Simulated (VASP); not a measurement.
# C (P1) in VASP: notebook

Runs on C. Level: PBE. Tasks: single point, relaxation of cell and atoms.

Everything below comes from runs of VASP 6.6.1. Logs are shortened: lines on timing, memory, paths and dates and some standing lists are left out, and cuts for length are marked.

## 1. The cell of the first run

The typed cell holds 8 atoms: a = 3.557 Å, b = 3.908 Å, c = 4.037 Å, α = 90.95°, β = 97.34°, γ = 107.12°.

## 2. Single point, PBE

Contents of INCAR:

```
PREC = Accurate
ENCUT = 520
EDIFF = 1E-6
ISMEAR = 0
SIGMA = 0.02
LREAL = False
LASPH = True
NELM = 100
ALGO = Normal
ISIF = 2
LWAVE = False
LCHARG = False
GGA = PE
NBANDS = 26
```

Contents of KPOINTS:

```
regular mesh
0
Gamma
  8 8 8
```

Contents of POSCAR:

```
C
1.0
    3.5568877889      0.0000647043     -0.0001711846
   -1.1503892259      3.7352030520     -0.0002836733
   -0.5153958515     -0.2281998404      3.9970089762
C
8
Direct
    0.2424892588      0.4299104323      0.7860475407
    0.5897002512      0.0430301615      0.0397534299
    0.8908806181      0.4470283084      0.5600416243
    0.2795893346      0.0682364518      0.7103952832
    0.8856289058      0.4048748988      0.9636990370
    0.6549898507      0.6988101047      0.9017544343
    0.8516134248      0.8264803758      0.6028402822
    0.6051083559      0.0816292668      0.4354683684
```

Potentials or basis: VASP PAW PBE potentials, release 64 (C).

Command:

```
$ cat potpaw_PBE.64/C/POTCAR > POTCAR
$ mpirun -np 1 vasp_std > vasp.out
```

OUTCAR:

```text
PREC = Accurate
   ENCUT = 520
   EDIFF = 1E-6
   ISMEAR = 0
   LREAL = False
   LASPH = True
   NELM = 100
   ISIF = 2
   GGA = PE

 ion  position               nearest neighbor table
   1  0.242  0.430  0.786-   3 1.47   4 1.49   5 1.52   6 1.54
   2  0.590  0.043  0.040-   6 1.54   5 1.56   8 1.59   4 1.64
   3  0.891  0.447  0.560-   1 1.47   8 1.52   7 1.54   5 1.64
   4  0.280  0.068  0.710-   1 1.49   7 1.54   2 1.64   8 1.69
   5  0.886  0.405  0.964-   1 1.52   2 1.56   6 1.60   3 1.64
   6  0.655  0.699  0.902-   7 1.49   2 1.54   1 1.54   5 1.60
   7  0.852  0.826  0.603-   6 1.49   3 1.54   4 1.54   8 1.61
   8  0.605  0.082  0.435-   3 1.52   2 1.59   7 1.61   4 1.69

  LATTYP: Found a triclinic cell.
 ALAT       =     6.0091359931
 B/A-ratio  =     1.1679425838
 C/A-ratio  =     0.9503501817
 COS(alpha) =     0.0047061932
 COS(beta)  =     0.5337408524
 COS(gamma) =     0.8189014820

  Lattice vectors:

 A1 = (  -4.7072770148,   3.7351383477,  -0.0001124887)
 A2 = (  -4.1918811633,   3.9633381881,  -3.9971214649)
 A3 = (  -4.0722836404,  -0.2282645447,   3.9971801608)

Analysis of symmetry for initial positions (statically):
=====================================================================
 Subroutine PRICEL returns:
 Original cell was already a primitive cell.

 Routine SETGRP: Setting up the symmetry group for a
 triclinic supercell.

 Subroutine GETGRP returns: Found  1 space group operations
 (whereof  1 operations were pure point group operations)
 out of a pool of  2 trial point group operations.

The static configuration has the point symmetry C_1 .

Analysis of symmetry for dynamics (positions and initial velocities):
=====================================================================
 Subroutine PRICEL returns:
 Original cell was already a primitive cell.

 Routine SETGRP: Setting up the symmetry group for a
 triclinic supercell.

 Subroutine GETGRP returns: Found  1 space group operations
 (whereof  1 operations were pure point group operations)
 out of a pool of  2 trial point group operations.

The dynamic configuration has the point symmetry C_1 .

 Subroutine INISYM returns: Found  1 space group operations
 (whereof  1 operations are pure point group operations),
 and found     1 'primitive' translations

----------------------------------------------------------------------------------------

                                     Primitive cell

  volume of cell :      53.1027

  direct lattice vectors                    reciprocal lattice vectors
     3.556887789  0.000064704 -0.000171185     0.281145065  0.086591796  0.041196113
    -1.150389226  3.735203052 -0.000283673    -0.000004135  0.267722950  0.015284480
    -0.515395852 -0.228199840  3.997008976     0.000012041  0.000022709  0.250189928

  length of vectors
     3.556887794  3.908342013  4.036556553     0.297048492  0.268158895  0.250189929

  position of ions in fractional coordinates (direct lattice)
     0.242489259  0.429910432  0.786047541
     0.589700251  0.043030161  0.039753430
     0.890880618  0.447028308  0.560041624
     0.279589335  0.068236452  0.710395283
     0.885628906  0.404874899  0.963699037
     0.654989851  0.698810105  0.901754434
     0.851613425  0.826480376  0.602840282
     0.605108356  0.081629267  0.435468368

  ion indices of the primitive-cell ions
   primitive index   ion index
                 1           1
                 2           2
                 3           3
                 4           4
                 5           5
                 6           6
                 7           7
                 8           8

----------------------------------------------------------------------------------------

 KPOINTS: regular mesh

Automatic generation of k-mesh.
 Grid dimensions read from file:
 generate k-points for:    8    8    8

 Generating k-lattice:

  Cartesian coordinates                     Fractional coordinates (reciprocal lattice)
     0.035143133  0.010823974  0.005149514     0.125000000  0.000000000  0.000000000
    -0.000000517  0.033465369  0.001910560     0.000000000  0.125000000 -0.000000000
     0.000001505  0.000002839  0.031273741     0.000000000  0.000000000  0.125000000

  Length of vectors
     0.037131061  0.033519862  0.031273741

  Shift w.r.t. Gamma in fractional coordinates (k-lattice)
     0.000000000  0.000000000  0.000000000

 Subroutine IBZKPT returns following result:
 ===========================================

 Found    260 irreducible k-points:

 Following reciprocal coordinates:
            Coordinates               Weight
  0.000000  0.000000  0.000000      1.000000
  0.125000  0.000000  0.000000      2.000000
  0.250000  0.000000  0.000000      2.000000
  0.375000  0.000000 -0.000000      2.000000
  0.500000  0.000000  0.000000      1.000000
 -0.000000  0.125000  0.000000      2.000000
[... 16 lines left out ...]
  0.125000  0.375000  0.000000      2.000000
  0.250000  0.375000  0.000000      2.000000
 [... further k-points ...]
   k-points           NKPTS =    260   k-points in BZ     NKDIM =    260   number of bands    NBANDS=     26
   number of dos      NEDOS =    301   number of ions     NIONS =      8
   total plane-waves  NPLWV =  25200
   dimension x,y,z NGX =    28 NGY =   30 NGZ =   30
   dimension x,y,z NGXF=    56 NGYF=   60 NGZF=   60
   ions per type =               8
   NGX,Y,Z   is equivalent  to a cutoff of  13.09, 12.76, 12.36 a.u.
   NGXF,Y,Z  is equivalent  to a cutoff of  26.17, 25.52, 24.71 a.u.
 SYSTEM =  unknown system
   PREC   = accura    normal or accurate (medium, high low for compatibility)
   ISTART =      0    job   : 0-new  1-cont  2-samecut
   ICHARG =      2    charge: 1-file 2-atom 10-const
   ISPIN  =      1    spin polarized calculation?
   LNONCOLLINEAR =      F non collinear calculations
   LSORBIT =      F    spin-orbit coupling
   LASPH  =      T    aspherical Exc in radial PAW
   ENCUT  =  520.0 eV  38.22 Ry    6.18 a.u.   6.61  7.27  7.51*2*pi/ulx,y,z
   NELM   =    100;   NELMIN=  2; NELMDL= -5     # of ELM steps
   EDIFF  = 0.1E-05   stopping-criterion for ELM
   LREAL  =      F    real-space projection
   EDIFFG = 0.1E-04   stopping-criterion for IOM
   NSW    =      0    number of steps for IOM
   IBRION =     -1    ionic relax: 0-MD 1-quasi-New 2-CG
   NFREE  =      0    steps in history (QN), initial steepest desc. (CG)
   ISIF   =      2    stress and relaxation
   ISYM   =      2    0-nonsym 1-usesym 2-fastsym
   POTIM  = 0.5000    time-step for ionic-motion
   TEBEG  =    0.0;   TEEND  =   0.0 temperature during run
   PSTRESS=    0.0 pullay stress
   NELECT =      32.0000    total number of electrons
   NUPDOWN=      -1.0000    fix difference up-down
   EMIN   =  10.00;   EMAX   =-10.00  energy-range for DOS
   EFERMI =   0.00;   METHOD = LEGACY
   ISMEAR =     0;   SIGMA  =   0.02  broadening in eV -4-tet -1-fermi 0-gaus
   EFERMI_NEDOS =   21; number of points for ismear=-14 and -15
   IALGO  =     38    algorithm
   IMIX   =      4    mixing-type and parameters
     AMIX     =   0.40;   BMIX     =  1.00
     AMIX_MAG =   1.60;   BMIX_MAG =  1.00
  volume/ion in A,a.u.               =       6.64        44.79
  Fermi-wavevector in a.u.,A,eV,Ry     =   1.382778  2.613072 26.015364  1.912075
  Thomas-Fermi vector in A             =   2.507438
   LORBIT       =      0    0 simple, 1 ext, 2 COOP (PROOUT), +10 PAW based schemes
   GGA     = PE    functional components
   LHFCALC =     F    Hartree Fock is set to
   AEXX    =    0.0000 exact exchange contribution
   IVDW    =     0    specifies the selected vdW correction
   LEPSILON=     F    determine dielectric tensor
   LRPA    =     F    only Hartree local field effects (RPA)
 non-spin polarized calculation
 Gauss-broadening in eV      SIGMA  =   0.02
  energy-cutoff  :      520.00
  volume of cell :       53.10
 maximum number of plane-waves:      1451
 NGX is ok and might be reduce to    28
   NGX = 13   NGY = 15   NGZ = 15

 number of electron      32.0000001 magnetization

 Free energy of the ion-electron system (eV)
  ---------------------------------------------------
  ext. energy  EPLUGINS =         0.00000000
  ---------------------------------------------------
  free energy    TOTEN  =       -66.35942178 eV

  energy without entropy =      -66.35942178  energy(sigma->0) =      -66.35942178

 E-fermi :   8.2220     XC(G=0): -12.1599

 val. band max:        8.0512607689   @ k =   0.5000  -0.0000   0.5000
 cond. band min:      10.1805581911   @ k =   0.2500   0.0000   0.3750
 fundamental gap:      2.1292974222
 Fermi energy:         8.2220080503

 k-point     1 :       0.0000    0.0000    0.0000
  band No.  band energies     occupation
      1     -13.9056      2.00000
      2      -7.0953      2.00000
      3      -6.2334      2.00000
      4      -5.8932      2.00000
      5      -4.5597      2.00000
      6      -2.8093      2.00000
[... 18 lines left out ...]
     25      19.2080      0.00000
     26      19.5318      0.00000

 k-point     2 :       0.1250    0.0000    0.0000
  band No.  band energies     occupation
      1     -13.7641      2.00000
      2      -7.4329      2.00000
      3      -6.4822      2.00000
      4      -5.7322      2.00000
      5      -4.7404      2.00000
      6      -2.8336      2.00000
[... 18 lines left out ...]
     25      18.8262      0.00000
     26      19.5419      0.00000

 k-point     3 :       0.2500    0.0000    0.0000
  band No.  band energies     occupation
      1     -13.3527      2.00000
      2      -8.5182      2.00000
      3      -6.6596      2.00000
      4      -5.5076      2.00000
      5      -4.8105      2.00000
      6      -2.8598      2.00000
[... 572 lines left out ...]
 k-point    23 :       0.1250    0.3750    0.0000
  band No.  band energies     occupation
      1     -12.5731      2.00000
      2     -10.7037      2.00000
      3      -7.0242      2.00000
      4      -4.5284      2.00000
      5      -3.9772      2.00000
      6      -2.9318      2.00000
[... 18 lines left out ...]
     25      17.5205      0.00000
     26      18.3436      0.00000

 k-point    24 :       0.2500    0.3750    0.0000
  band No.  band energies     occupation
      1     -12.0941      2.00000
      2     -10.5548      2.00000
      3      -8.3966      2.00000
      4      -4.3947      2.00000
      5      -3.8077      2.00000
      6      -2.9295      2.00000
[... 18 lines left out ...]
     25      17.5801      0.00000
     26      18.3547      0.00000

 [... further k-points ...]
[... 5 lines left out ...]
  --------------------------------------------------------------------------------------
  -------------------------------------------------------------------------------------
  Total        0.2115258      0.2197008      0.1733559     -0.0052323     -0.0037681     -0.0017969
  in kB        6.3820032      6.6286510      5.2303671     -0.1578640     -0.1136871     -0.0542148
  external PRESSURE =       6.0803404 kB  Pullay stress =       0.0000000 kB

 VOLUME and BASIS-vectors are now :
 -----------------------------------------------------------------------------
  energy-cutoff  :      520.00
  volume of cell :       53.10
      direct lattice vectors                 reciprocal lattice vectors
     3.556887789  0.000064704 -0.000171185     0.281145065  0.086591796  0.041196113
    -1.150389226  3.735203052 -0.000283673    -0.000004135  0.267722950  0.015284480
    -0.515395852 -0.228199840  3.997008976     0.000012041  0.000022709  0.250189928

 POSITION                                       TOTAL-FORCE (eV/Angst)
 -----------------------------------------------------------------------------------
     -0.03718      1.42644      3.14168         0.044704      0.024124      0.017201
      2.02751      0.15169      0.15878        -0.008356     -0.006154      0.017895
      2.36586      1.54200      2.23821        -0.015890      0.011035     -0.051047
      0.54983      0.09278      2.83939         0.024424     -0.020776     -0.012451
      2.18763      1.29243      3.85165        -0.015458      0.001268      0.050424
      1.06106      2.40446      3.60401        -0.014935     -0.011502      0.039356
      1.76762      2.94956      2.40918         0.003205      0.018853     -0.047888
      1.83396      0.20557      1.74044        -0.017695     -0.016850     -0.013491
 -----------------------------------------------------------------------------------
    total drift:                               -0.000292      0.000121     -0.000061

  FREE ENERGIE OF THE ION-ELECTRON SYSTEM (eV)
  ---------------------------------------------------
  free  energy   TOTEN  =       -66.3594217828 eV

  energy  without entropy=      -66.3594217828  energy(sigma->0) =      -66.35942178
```

It took 3.1 min on 1 thread of Intel Xeon Platinum 8488C (Sapphire Rapids), shared host; peak memory 0.33 GiB.

What came out:

* Free energy: -66.3594 eV
* Pressure: 0.6 GPa
* Largest force: 0.055 eV/Å
* Band gap on the k mesh: 2.13 eV, indirect (least direct gap 2.61 eV)

Forces on the atoms (eV/Å):
```
C    0.045  0.024  0.017
C   -0.008 -0.006  0.018
C   -0.016  0.011 -0.051
C    0.024 -0.021 -0.012
C   -0.015  0.001  0.050
C   -0.015 -0.012  0.039
C    0.003  0.019 -0.048
C   -0.018 -0.017 -0.013
```

A k mesh can miss the band edges. Expect the measured gap to be larger: semilocal functionals such as PBE lack the derivative discontinuity.

## 3. Relaxation of cell and atoms, PBE

Contents of INCAR:

```
SYSTEM = C
  PREC = Accurate
  ENCUT = 600
  EDIFF = 1E-6
  ISMEAR = 0
  SIGMA = 0.02
  LREAL = .False.
  LASPH = .True.
  NELM = 100
  ALGO = Normal
  ISIF = 3
  LWAVE = .False.
  LCHARG = .False.
  GGA = PE
  IBRION = 2
  NSW = 100
  EDIFFG = -0.01
```

Contents of KPOINTS:

```
regular mesh
0
Gamma
  8 8 8
  0 0 0
```

Contents of POSCAR:

```
C
1.0
    3.5570727531      0.0000000000      0.0000000000
   -1.1505170000      3.7354162644      0.0000000000
   -0.5152261515     -0.2278394296      3.9968055683
C
8
Direct
    0.2424745925      0.4299154507      0.7860403758
    0.5896923059      0.0429840717      0.0397520389
    0.8909061774      0.4470667387      0.5600039173
    0.2795772214      0.0682557785      0.7104361758
    0.8855890997      0.4048402734      0.9636702065
    0.6549572854      0.6987723409      0.9017434277
    0.8516465200      0.8265001301      0.6028527919
    0.6051567977      0.0816652160      0.4355010662
```

Potentials or basis: VASP PAW PBE potentials, release 64 (C).

Command:

```
$ cat potpaw_PBE.64/C/POTCAR > POTCAR
$ mpirun -np 1 vasp_std > vasp.out
```

It took 8.2 min on 1 thread of Intel Xeon Platinum 8488C (Sapphire Rapids), shared host; peak memory 0.35 GiB.

It converged, with:

```yaml
Free_energy: -66.3748 eV
Relaxed_volume: 6.63 Å³/atom
Relaxed_cell: a = 3.556 Å, b = 3.908 Å, c = 4.035 Å, α = 90.95°, β = 97.34°, γ = 107.12°
Space_group_after_relaxing_to_0.05_Å: P1 (No. 1)
Energy_gained_by_relaxing: 0.0 meV/atom
Ionic_steps: 8
Pressure_after_relaxing: 0.0 GPa
Largest_force_after_relaxing: 0.008 eV/Å
Band_gap_on_the_k_mesh: 2.08 eV, indirect (least direct gap 2.55 eV)
```

Forces on the atoms (eV/Å):
```
C    0.000 -0.005 -0.001
C    0.000 -0.002  0.000
C    0.000  0.005 -0.004
C    0.003  0.003  0.007
C    0.001  0.002  0.003
C    0.001  0.000 -0.003
C   -0.005 -0.002  0.002
C    0.000 -0.001 -0.004
```

The path:
```csv
step,energy change (eV),largest force (eV/Å),pressure (GPa),volume (Å³)
1,0.0000,0.0508,0.09,53.11
2,0.0003,0.1618,-0.51,53.14
3,-0.0001,0.0221,-0.11,53.12
4,-0.0002,0.0177,-0.06,53.09
5,-0.0002,0.0180,-0.06,53.09
6,-0.0002,0.0131,0.05,53.06
7,-0.0002,0.0121,0.05,53.06
8,-0.0002,0.0081,0.02,53.06
```

Final structure:
```
C
1.0
     3.55600   -0.00006   -0.00020
    -1.15023    3.73501   -0.00044
    -0.51529   -0.22835    3.99519
C
8
Direct
  0.24252 0.42999 0.78606
  0.58956 0.04293 0.03988
  0.89101 0.44723 0.55937
  0.27967 0.06816 0.71010
  0.88589 0.40497 0.96455
  0.65503 0.69867 0.90196
  0.85156 0.82652 0.60254
  0.60474 0.08153 0.43553
```

Levels at points of the mesh, in eV from the valence-band top:
```tsv
k point	band 14	band 15	band 16	band 17	band 18	band 19
(0.00, 0.00, 0.00)	-3.87	-3.65	-2.48	3.35	3.95	5.35
(0.50, 0.00, 0.00)	-3.62	-2.70	-2.27	3.33	5.02	6.39
(0.00, 0.50, 0.00)	-3.96	-3.48	-2.16	2.97	4.15	4.63
(0.50, 0.50, 0.00)	-3.08	-2.31	-1.08	3.52	4.86	6.03
(0.00, 0.00, 0.50)	-4.39	-2.08	-0.86	2.35	3.56	4.64
(0.50, 0.00, 0.50)	-3.43	-2.77	0.00	2.59	4.81	5.24
(0.00, 0.50, 0.50)	-3.70	-3.64	-1.80	2.58	3.22	3.87
(0.50, 0.50, 0.50)	-3.16	-2.11	-0.69	2.70	4.21	4.55
```

A k mesh can miss the band edges. PBE gaps usually lie below the measured ones, often by a third to a half.
